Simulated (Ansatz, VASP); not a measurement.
**One calculation of Ti, two programs**

Contents of POSCAR:

```
Ti
1.0
   -1.6410000000      1.6410000000      1.6410000000
    1.6410000000     -1.6410000000      1.6410000000
    1.6410000000      1.6410000000     -1.6410000000
Ti
1
Direct
    0.0000000000      0.0000000000      0.0000000000
```

INCAR.step1

```
SYSTEM = Ti
  PREC = Accurate
  ENCUT = 400
  EDIFF = 1E-5
  ISMEAR = -1
  SIGMA = 0.1
  LREAL = .False.
  LASPH = .True.
  NELM = 120
  ALGO = Normal
  ISIF = 2
  LWAVE = .True.
  LCHARG = .False.
  NBANDS = 12
  GGA = PE
  GGA_COMPAT = .False.
```

The input INCAR.step2:

```
SYSTEM = Ti
  PREC = Accurate
  ENCUT = 400
  EDIFF = 1E-6
  ISMEAR = -1
  SIGMA = 0.1
  LREAL = .False.
  LASPH = .True.
  NELM = 120
  ALGO = Normal
  ISIF = 2
  LWAVE = .False.
  LCHARG = .False.
  GGA = B3
  LHFCALC = .True.
  AEXX = 0.2
  AGGAX = 0.72
  AGGAC = 0.81
  ALDAC = 0.19
  PRECFOCK = Normal
  NBANDS = 12
  ISTART = 1
  GGA_COMPAT = .False.
```

File KPOINTS:

```
Automatic mesh
0
Gamma
  8 8 8
  0 0 0
```

The input input.yaml:

```yaml
crystal:
  lattice: { a: 3.282, b: 3.282, c: 3.282, alpha: 90.0, beta: 90.0, gamma: 90.0 }
  space_group: 229
  reduce_to_primitive: true
  atoms:
    - { symbol: Ti, wyckoff: "2a", position: [0.0, 0.0, 0.0] }
hamiltonian:
  xc: b3lyp
  pseudopotentials: { kind: nc, accuracy: stringent, xc_functional: pbesol }
kpoints:
  mp_grid: { grid: [8, 8, 8] }
scf:
  occupations: { method: fermi_dirac, width: 0.1 }
output:
  forces: true
  stress: true
  eigenvalues: true
  bader: false
  populations: intrinsic
```

Alike in both runs: functional B3LYP; k mesh 8 × 8 × 8; occupations fermi-dirac, width 0.1 eV; no spin polarisation.

|  | VASP | Ansatz |
| --- | --- | --- |
| version | VASP 6.6.1 | Ansatz 0.2.0 |
| potentials or method | VASP PAW PBE potentials, release 64 (Ti_sv) | PseudoDojo stringent (PBEsol files) |
| plane-wave cutoff (eV) | 400 | 1143 |
| valence electrons in the cell | 12 | 12 |
| task | single point | atomic charges |

|  | VASP | Ansatz | Ansatz less VASP |
| --- | --- | --- | --- |
| gap on the k mesh at the Fermi level (eV) | none | none | - |
| pressure (GPa) | -3.5 | -2.4 | +1.18 |

VASP's potentials were made for PBE, not for B3LYP. A gap of «none» marks a metal or a gap that the smearing closes. With one functional, cell and mesh, what is left measures potentials, basis and numerics.

Noted on Ansatz's run: the potentials were made for another functional, which shifts forces and pressure.
